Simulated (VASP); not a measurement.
A run of VASP 6.6.1:

File INCAR:

```
PREC = Accurate ; ENCUT = 520
EDIFF = 1E-6 ; ISMEAR = 0
SIGMA = 0.1 ; LREAL = F
LASPH = T ; NELM = 60
ALGO = Normal ; ISIF = 2
LWAVE = F ; LCHARG = T
GGA = CA ; LELF = T
LVHAR = T ; NBANDS = 12
```

KPOINTS

```
Automatic mesh
0
Gamma
  20 20 20
```

POSCAR

```
Cu
1.0
    0.0000000000      1.7593189922      1.7593189922
    1.7593189922      0.0000000000      1.7593189922
    1.7593189922      1.7593189922      0.0000000000
Cu
1
Direct
    0.0000000000      0.0000000000      0.0000000000
```

Potentials or basis: VASP PAW LDA potentials, release 64 (Cu).

Command:

```sh
$ cat potpaw_LDA.64/Cu/POTCAR > POTCAR
$ mpirun -np 1 vasp_std > vasp.out
```

Hardware: 1 thread of Intel(R) Xeon(R) Platinum 8259CL CPU @ 2.50GHz (Skylake/Cascade Lake), on a shared host.

Problem. How long does it take, and how much memory?

Solution. It took 25 s on 1 thread of Intel(R) Xeon(R) Platinum 8259CL CPU @ 2.50GHz (Skylake/Cascade Lake) (shared host), peak memory 0.14 GiB. Counts: scf iterations 12, k points 256.
